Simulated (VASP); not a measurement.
# Ir (Im-3m) in VASP: further runs

Runs on Ir. Level: BLYP. Tasks: single point.

Everything below comes from runs of VASP 6.6.1. Logs are shortened: lines on timing, memory, paths and dates and some standing lists are left out, and cuts for length are marked.

## 1. The cell of the first run

It takes space group Im-3m (No. 229, cubic). Conventional cell: a = 3.167 Å, b = 3.167 Å, c = 3.167 Å, α = 90.00°, β = 90.00°, γ = 90.00°. Within 3.6 Å of Ir (site symmetry m-3m) lie 14 Ir at 2.74 to 3.17 Å.

## 2. Single point, BLYP

Contents of INCAR:

```
SYSTEM = Ir
  PREC = Accurate
  ENCUT = 520
  EDIFF = 1E-7
  ISMEAR = -1
  SIGMA = 0.1
  LREAL = .False.
  LASPH = .True.
  NELM = 60
  ALGO = Normal
  ISIF = 2
  LWAVE = .False.
  LCHARG = .False.
  GGA = B5
  ALDAX = 1.0
  AGGAX = 1.0
  AGGAC = 1.0
  ALDAC = 0.0
  NBANDS = 10
```

Contents of KPOINTS:

```
regular mesh
0
Gamma
  14 14 14
  0 0 0
```

Contents of POSCAR:

```
Ir
1.0
   -1.5833006708      1.5833006708      1.5833006708
    1.5833006708     -1.5833006708      1.5833006708
    1.5833006708      1.5833006708     -1.5833006708
Ir
1
Direct
    0.0000000000      0.0000000000      0.0000000000
```

Potentials or basis: VASP PAW PBE potentials, release 64 (Ir).

The run is started by

```
cat potpaw_PBE.64/Ir/POTCAR > POTCAR
mpirun -np 1 vasp_std > vasp.out
```

OUTCAR:

```text
SYSTEM = Ir
   PREC = Accurate
   ENCUT = 520
   EDIFF = 1E-7
   ISMEAR = -1
   LREAL = .False.
   LASPH = .True.
   NELM = 60
   ISIF = 2
   GGA = B5

 ion  position               nearest neighbor table
   1  0.000  0.000  0.000-

  LATTYP: Found a body centered cubic cell.
 ALAT       =     3.1666013416

  Lattice vectors:

 A1 = (  -1.5833006708,   1.5833006708,   1.5833006708)
 A2 = (   1.5833006708,  -1.5833006708,   1.5833006708)
 A3 = (   1.5833006708,   1.5833006708,  -1.5833006708)

Analysis of symmetry for initial positions (statically):
=====================================================================
 Subroutine PRICEL returns:
 Original cell was already a primitive cell.

 Routine SETGRP: Setting up the symmetry group for a
 body centered cubic supercell.

 Subroutine GETGRP returns: Found 48 space group operations
 (whereof 48 operations were pure point group operations)
 out of a pool of 48 trial point group operations.

The static configuration has the point symmetry O_h .

Analysis of symmetry for dynamics (positions and initial velocities):
=====================================================================
 Subroutine PRICEL returns:
 Original cell was already a primitive cell.

 Routine SETGRP: Setting up the symmetry group for a
 body centered cubic supercell.

 Subroutine GETGRP returns: Found 48 space group operations
 (whereof 48 operations were pure point group operations)
 out of a pool of 48 trial point group operations.

The dynamic configuration has the point symmetry O_h .

 Subroutine INISYM returns: Found 48 space group operations
 (whereof 48 operations are pure point group operations),
 and found     1 'primitive' translations

----------------------------------------------------------------------------------------

                                     Primitive cell

  volume of cell :      15.8763

  direct lattice vectors                    reciprocal lattice vectors
    -1.583300671  1.583300671  1.583300671     0.000000000  0.315795988  0.315795988
     1.583300671 -1.583300671  1.583300671     0.315795988  0.000000000  0.315795988
     1.583300671  1.583300671 -1.583300671     0.315795988  0.315795988  0.000000000

  length of vectors
     2.742357205  2.742357205  2.742357205     0.446602969  0.446602969  0.446602969

  position of ions in fractional coordinates (direct lattice)
     0.000000000  0.000000000  0.000000000
[... 78 lines left out ...]
   EDIFFG = 0.1E-05   stopping-criterion for IOM
   NSW    =      0    number of steps for IOM
   IBRION =     -1    ionic relax: 0-MD 1-quasi-New 2-CG
   NFREE  =      0    steps in history (QN), initial steepest desc. (CG)
   ISIF   =      2    stress and relaxation
   ISYM   =      2    0-nonsym 1-usesym 2-fastsym
   POTIM  = 0.5000    time-step for ionic-motion
   TEBEG  =    0.0;   TEEND  =   0.0 temperature during run
   PSTRESS=    0.0 pullay stress
   NELECT =       9.0000    total number of electrons
   NUPDOWN=      -1.0000    fix difference up-down
   EMIN   =  10.00;   EMAX   =-10.00  energy-range for DOS
   EFERMI =   0.00;   METHOD = LEGACY
   ISMEAR =    -1;   SIGMA  =   0.10  broadening in eV -4-tet -1-fermi 0-gaus
   EFERMI_NEDOS =   21; number of points for ismear=-14 and -15
   IALGO  =     38    algorithm
   IMIX   =      4    mixing-type and parameters
     AMIX     =   0.40;   BMIX     =  1.00
     AMIX_MAG =   1.60;   BMIX_MAG =  1.00
  volume/ion in A,a.u.               =      15.88       107.14
  Fermi-wavevector in a.u.,A,eV,Ry     =   1.354895  2.560380 24.976762  1.835740
  Thomas-Fermi vector in A             =   2.482028
   LORBIT       =      0    0 simple, 1 ext, 2 COOP (PROOUT), +10 PAW based schemes
   GGA     = B5    functional components
   LHFCALC =     F    Hartree Fock is set to
   AEXX    =    0.0000 exact exchange contribution
   IVDW    =     0    specifies the selected vdW correction
   LEPSILON=     F    determine dielectric tensor
   LRPA    =     F    only Hartree local field effects (RPA)
 non-spin polarized calculation
  energy-cutoff  :      520.00
  volume of cell :       15.88
 maximum number of plane-waves:       438
   NGX = 11   NGY = 11   NGZ = 11

 number of electron       8.9999999 magnetization

 Free energy of the ion-electron system (eV)
  ---------------------------------------------------
  ext. energy  EPLUGINS =         0.00000000
  ---------------------------------------------------
  free energy    TOTEN  =        -6.93262957 eV

  energy without entropy =       -6.85602810  energy(sigma->0) =       -6.89432883

 E-fermi :   8.8759     XC(G=0): -12.5994

 val. band max:        8.8749310433   @ k =   0.2857   0.2143   0.1429
 cond. band min:       8.8916476466   @ k =   0.3571   0.0714  -0.0000
 fundamental gap:      0.0167166033
 Fermi energy:         8.8759208863

 k-point     1 :       0.0000    0.0000    0.0000
  band No.  band energies     occupation
      1      -0.6403      2.00000
      2       5.7302      2.00000
      3       5.7302      2.00000
      4       5.7302      2.00000
      5       8.4313      1.97682
      6       8.4313      1.97682
      7      26.0699      0.00000
      8      26.0699      0.00000
      9      26.0699      0.00000
     10      36.0387      0.00000
[... 287 lines left out ...]
 k-point    24 :       0.3571    0.2857   -0.0000
  band No.  band energies     occupation
      1       3.6514      2.00000
      2       4.9081      2.00000
      3       5.5807      2.00000
      4       8.5222      1.94345
      5       8.9090      0.83590
      6      14.9251      0.00000
      7      16.1182      0.00000
      8      18.4941      0.00000
      9      25.5291      0.00000
     10      31.4209      0.00000

 [... further k-points ...]

------------------------ aborting loop because EDIFF is reached ----------------------------------------

  FORCE on cell =-STRESS in cart. coord.  units (eV):
  Direction    XX          YY          ZZ          XY          YZ          ZX
  --------------------------------------------------------------------------------------
  -------------------------------------------------------------------------------------
  Total        0.1984851      0.1984851      0.1984851     -0.0000000     -0.0000000      0.0000000
  in kB       20.0303351     20.0303351     20.0303351     -0.0000000     -0.0000000      0.0000000
  external PRESSURE =      20.0303351 kB  Pullay stress =       0.0000000 kB

 VOLUME and BASIS-vectors are now :
 -----------------------------------------------------------------------------
  energy-cutoff  :      520.00
  volume of cell :       15.88
      direct lattice vectors                 reciprocal lattice vectors
    -1.583300671  1.583300671  1.583300671     0.000000000  0.315795988  0.315795988
     1.583300671 -1.583300671  1.583300671     0.315795988  0.000000000  0.315795988
     1.583300671  1.583300671 -1.583300671     0.315795988  0.315795988  0.000000000

 POSITION                                       TOTAL-FORCE (eV/Angst)
 -----------------------------------------------------------------------------------
      0.00000      0.00000      0.00000        -0.000000      0.000000      0.000000
 -----------------------------------------------------------------------------------
    total drift:                                0.000000     -0.000000      0.000000

  FREE ENERGIE OF THE ION-ELECTRON SYSTEM (eV)
  ---------------------------------------------------
  free  energy   TOTEN  =        -6.9326295678 eV

  energy  without entropy=       -6.8560280999  energy(sigma->0) =       -6.89432883
```

Run time: 25 s. Hardware: 1 thread of Intel Xeon 8259CL, shared host; peak memory 0.14 GiB.

What came out:

```
Free energy : -6.9326 eV
Pressure    : 2.0 GPa
```

Caveat: the PAW data sets were made with another functional, which shifts forces and pressure a little; spin-orbit coupling is left out, which moves the levels of the heavy elements.

## 3. Single point, BLYP (volume scaled by 0.92)

Contents of INCAR:

```
SYSTEM = Ir
AGGAC = 1.0
AGGAX = 1.0
ALDAC = 0.0
ALDAX = 1.0
ALGO = Normal
EDIFF = 1E-6
ENCUT = 520
GGA = B5
ISIF = 2
ISMEAR = -1
LASPH = .TRUE.
LCHARG = .FALSE.
LREAL = .FALSE.
LWAVE = .FALSE.
NBANDS = 10
NELM = 100
PREC = Accurate
SIGMA = 0.1
```

Contents of KPOINTS:

```
k-points
0
G
  16 16 16
  0 0 0
```

Contents of POSCAR:

```
Ir
1.0
   -1.5399005410      1.5399005410      1.5399005410
    1.5399005410     -1.5399005410      1.5399005410
    1.5399005410      1.5399005410     -1.5399005410
Ir
1
Direct
    0.0000000000      0.0000000000      0.0000000000
```

Potentials or basis: VASP PAW PBE potentials, release 64 (Ir).

The run is started by

```
cat potpaw_PBE.64/Ir/POTCAR > POTCAR
mpirun -np 1 vasp_std > vasp.out
```

OUTCAR:

```text
SYSTEM = Ir
   EDIFF = 1E-6
   ENCUT = 520
   GGA = B5
   ISIF = 2
   ISMEAR = -1
   LASPH = .TRUE.
   LREAL = .FALSE.
   NELM = 100
   PREC = Accurate

 ion  position               nearest neighbor table
   1  0.000  0.000  0.000-

  LATTYP: Found a body centered cubic cell.
 ALAT       =     3.0798010820

  Lattice vectors:

 A1 = (  -1.5399005410,   1.5399005410,   1.5399005410)
 A2 = (   1.5399005410,  -1.5399005410,   1.5399005410)
 A3 = (   1.5399005410,   1.5399005410,  -1.5399005410)

Analysis of symmetry for initial positions (statically):
=====================================================================
 Subroutine PRICEL returns:
 Original cell was already a primitive cell.

 Routine SETGRP: Setting up the symmetry group for a
 body centered cubic supercell.

 Subroutine GETGRP returns: Found 48 space group operations
 (whereof 48 operations were pure point group operations)
 out of a pool of 48 trial point group operations.

The static configuration has the point symmetry O_h .

Analysis of symmetry for dynamics (positions and initial velocities):
=====================================================================
[... 156 lines left out ...]

 val. band max:       10.1972983481   @ k =   0.2500   0.1875  -0.0000
 cond. band min:      10.2004591206   @ k =   0.3750   0.1250   0.1250
 fundamental gap:      0.0031607725
 Fermi energy:        10.1975382976

 k-point     1 :       0.0000    0.0000    0.0000
  band No.  band energies     occupation
      1      -0.1239      2.00000
      2       6.6356      2.00000
      3       6.6356      2.00000
      4       6.6356      2.00000
      5       9.6709      1.98973
      6       9.6709      1.98973
      7      27.4565      0.00000
      8      27.4565      0.00000
      9      27.4565      0.00000
     10      38.4339      0.00000
[... 287 lines left out ...]
 k-point    24 :       0.2500    0.1875   -0.0000
  band No.  band energies     occupation
      1       3.7682      2.00000
      2       5.4182      2.00000
      3       6.3146      2.00000
      4       9.1140      1.99996
      5      10.1973      1.00120
      6      12.5246      0.00000
      7      21.7270      0.00000
      8      24.9089      0.00000
      9      27.6334      0.00000
     10      32.0422      0.00000

 [... further k-points ...]
[... 5 lines left out ...]
  --------------------------------------------------------------------------------------
  -------------------------------------------------------------------------------------
  Total        2.6885706      2.6885706      2.6885706      0.0000000     -0.0000000      0.0000000
  in kB      294.9130693    294.9130693    294.9130693      0.0000000     -0.0000000      0.0000000
  external PRESSURE =     294.9130693 kB  Pullay stress =       0.0000000 kB

 VOLUME and BASIS-vectors are now :
 -----------------------------------------------------------------------------
  energy-cutoff  :      520.00
  volume of cell :       14.61
      direct lattice vectors                 reciprocal lattice vectors
    -1.539900541  1.539900541  1.539900541     0.000000000  0.324696295  0.324696295
     1.539900541 -1.539900541  1.539900541     0.324696295  0.000000000  0.324696295
     1.539900541  1.539900541 -1.539900541     0.324696295  0.324696295  0.000000000

 POSITION                                       TOTAL-FORCE (eV/Angst)
 -----------------------------------------------------------------------------------
      0.00000      0.00000      0.00000        -0.000000     -0.000000     -0.000000
 -----------------------------------------------------------------------------------
    total drift:                                0.000000     -0.000000      0.000000

  FREE ENERGIE OF THE ION-ELECTRON SYSTEM (eV)
  ---------------------------------------------------
  free  energy   TOTEN  =        -6.8130295405 eV

  energy  without entropy=       -6.7387209003  energy(sigma->0) =       -6.77587522
```

OSZICAR:

```text
N       E                     dE             d eps       ncg     rms          rms(c)
DAV:   1     0.487873470905E+02    0.48787E+02   -0.42506E+03  2932   0.806E+02
DAV:   2    -0.628330545653E+01   -0.55071E+02   -0.52735E+02  2970   0.195E+02
DAV:   3    -0.721681288365E+01   -0.93351E+00   -0.92540E+00  3342   0.305E+01
DAV:   4    -0.722628150482E+01   -0.94686E-02   -0.94661E-02  3310   0.288E+00
DAV:   5    -0.722649401792E+01   -0.21251E-03   -0.21251E-03  3442   0.422E-01    0.149E+01
DAV:   6    -0.687895131165E+01    0.34754E+00   -0.62554E-01  3244   0.944E+00    0.654E+00
DAV:   7    -0.681744426600E+01    0.61507E-01   -0.19521E-01  3424   0.479E+00    0.157E+00
DAV:   8    -0.681560162994E+01    0.18426E-02   -0.11495E-02  3186   0.153E+00    0.124E+00
DAV:   9    -0.681302212328E+01    0.25795E-02   -0.15376E-03  3152   0.565E-01    0.285E-02
DAV:  10    -0.681302822484E+01   -0.61016E-05   -0.57101E-06  3416   0.222E-02    0.172E-02
DAV:  11    -0.681302960622E+01   -0.13814E-05   -0.14727E-06  3138   0.147E-02    0.117E-03
DAV:  12    -0.681302954048E+01    0.65737E-07   -0.11043E-08  1652   0.126E-03
   1 F= -.68130295E+01 E0= -.67758752E+01  d E =-.743086E-01
```

stdout:

```text
POSCAR found type information on POSCAR Ir
 POSCAR found :  1 types and       1 ions
 scaLAPACK will be used
 -----------------------------------------------------------------------------
|                                                                             |
|                                                                             |
|     You enforced a specific xc type in the INCAR file but a different       |
|     I HOPE YOU KNOW WHAT YOU ARE DOING!                                     |
|                                                                             |
 -----------------------------------------------------------------------------

 LDA part: xc-table for (Slater(with rela. corr.)+VWN5), standard interpolation
 POSCAR, INCAR and KPOINTS ok, starting setup
 FFT: planning ... GRIDC
 FFT: planning ... GRID_SOFT
 FFT: planning ... GRID
 WAVECAR not read
 entering main loop
```

It took 35 s on 1 thread of Intel Xeon 8259CL, shared host; peak memory 0.14 GiB.

Results:

```yaml
Free_energy: -6.8130 eV
Pressure: 29.5 GPa
```

Caveat: the PAW data sets were made with another functional, which shifts forces and pressure a little; spin-orbit coupling is left out, which moves the levels of the heavy elements.

## 4. Single point, BLYP (volume scaled by 0.96)

Contents of INCAR:

```
AGGAC    = 1.0          
AGGAX    = 1.0          
ALDAC    = 0.0          
ALDAX    = 1.0          
ALGO     = Normal         # electronic algorithm
EDIFF    = 1E-6           # SCF threshold, eV
ENCUT    = 520            # plane-wave cutoff, eV
GGA      = B5             # functional
ISIF     = 2              # what is computed and relaxed
ISMEAR   = -1             # smearing method
LASPH    = T              # aspherical terms in the spheres
LCHARG   = F              # write CHGCAR
LREAL    = F              # projectors in reciprocal space
LWAVE    = F              # write WAVECAR
NBANDS   = 10             # bands
NELM     = 80             # most SCF steps
PREC     = Accurate       # precision mode
SIGMA    = 0.1            # smearing width, eV
```

Contents of KPOINTS:

```
k-points
0
Gamma
  16 16 16
```

Contents of POSCAR:

```
Ir
1.0
   -1.5619020926      1.5619020926      1.5619020926
    1.5619020926     -1.5619020926      1.5619020926
    1.5619020926      1.5619020926     -1.5619020926
Ir
1
Direct
    0.0000000000      0.0000000000      0.0000000000
```

The run is started by

```
cat potpaw_PBE.64/Ir/POTCAR > POTCAR
mpirun -np 1 vasp_std > vasp.out
```

Wall time 36 s (1 thread of Intel Xeon 8259CL, shared host); peak memory 0.14 GiB.

It converged, with:

- Free energy: -6.8985 eV
- Pressure: 14.1 GPa

Levels at points of the mesh, in eV from the Fermi level:
```
           k point  band 1  band 2  band 3  band 4  band 5  band 6  band 7  band 8
(0.00, 0.00, 0.00)   -9.90   -3.34   -3.34   -3.34   -0.48   -0.48   17.23   17.23
(0.50, 0.00, 0.00)   -6.92   -5.02   -0.66   -0.05    0.35    2.10    7.54   13.34
(0.50, 0.50, 0.50)   -6.44   -6.44    1.44    1.44    1.44    8.00    8.00    8.00
```

Caveat: the PAW data sets were made with another functional, which shifts forces and pressure a little; spin-orbit coupling is left out, which moves the levels of the heavy elements.

## 5. The runs side by side

```tsv
cell	k mesh	gap on the mesh (eV)	pressure (GPa)
a = 2.742 Å, angles 109.5°, 1 atom	14 × 14 × 14	none	2.0
a = 2.667 Å, angles 109.5°, 1 atom	16 × 16 × 16	none	29.5
a = 2.705 Å, angles 109.5°, 1 atom	16 × 16 × 16	none	14.1
```

Alike in all rows: task single point; level BLYP; potentials or basis VASP PAW PBE potentials, release 64 (Ir); no spin polarisation; cutoff (eV) 520; smearing fermi-dirac 0.1 eV.

Caveats: the PAW data sets were made with another functional, which shifts forces and pressure a little; spin-orbit coupling is left out, which moves the levels of the heavy elements.

Total energies depend on the potentials used, so only differences within one code and one set of settings carry meaning.
